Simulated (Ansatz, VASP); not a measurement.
**KF in VASP and in Ansatz**

The input INCAR:

```
ALGO     = Normal         # electronic algorithm
EDIFF    = 1E-6           # SCF threshold, eV
ENCUT    = 520            # plane-wave cutoff, eV
GGA      = PE             # functional
ISIF     = 2              # what is computed and relaxed
ISMEAR   = -1             # smearing method
LASPH    = True           # aspherical terms in the spheres
LCHARG   = False          # write CHGCAR
LREAL    = False          # projectors in reciprocal space
LWAVE    = False          # write WAVECAR
NBANDS   = 15             # bands
NELM     = 80             # most SCF steps
PREC     = Accurate       # precision mode
SIGMA    = 0.02           # smearing width, eV
```

The input KPOINTS:

```
k-points
0
Gamma
  8 8 8
```

The input POSCAR:

```
KF
1.0
    0.0000000000      2.7169259199      2.6589605792
    2.7169259199      0.0000000000      2.6589605792
    2.7169259199      2.7169259199      0.0000000000
K F
1 1
Direct
    0.0000000000      0.0000000000      0.0000000000
    0.5000000000      0.5000000000      0.5000000000
```

Input for Ansatz:

```yaml
crystal:
  lattice:
    - [0.0, 2.7169259199, 2.6589605792]
    - [2.7169259199, 0.0, 2.6589605792]
    - [2.7169259199, 2.7169259199, 0.0]
  atoms:
    - { symbol: K, position: [0.0, 0.0, 0.0] }
    - { symbol: F, position: [0.5, 0.5, 0.5] }
kpoints:
  mp_grid: { grid: [8, 8, 8] }
  band_path:
    path:
      - [0.0, 0.0, 0.0]
      - [0.5, 0.0, 0.5]
      - [0.625, 0.25, 0.625]
      - [0.375, 0.375, 0.75]
      - [0.5, 0.5, 0.5]
      - [0.5, 0.25, 0.75]
    npoints: 1
hamiltonian:
  xc: pbe
scf:
  occupations: { method: fermi_dirac, width: 0.02 }
  n_extra_bands: 4
output:
  forces: true
  stress: true
  eigenvalues: true
```

Change from the starting cell: biaxial_xy strain +2.2%.

Alike in both runs: task single point; functional PBE; k mesh 8 × 8 × 8; occupations fermi-dirac, width 0.02 eV; no spin polarisation.

|  | VASP | Ansatz |
| --- | --- | --- |
| version | VASP 6.6.1 | Ansatz 0.2.0 |
| potentials or method | VASP PAW PBE potentials, release 64 (K_sv, F) | plane waves, PAW |
| plane-wave cutoff (eV) | 520 | 420 |
| valence electrons in the cell | 16 | 16 |

Ansatz gave:

- gap on the k mesh at the Fermi level (eV): 6.01
- pressure (GPa): 0.5
- traceless stress, the component that is largest in VASP (GPa): 0.73

Q: Which values does VASP return?

A: gap on the k mesh at the Fermi level (eV): 6.00; pressure (GPa): 0.5; traceless stress, the component that is largest in VASP (GPa): 0.76.

With one functional, cell and mesh, what is left measures potentials, basis and numerics.
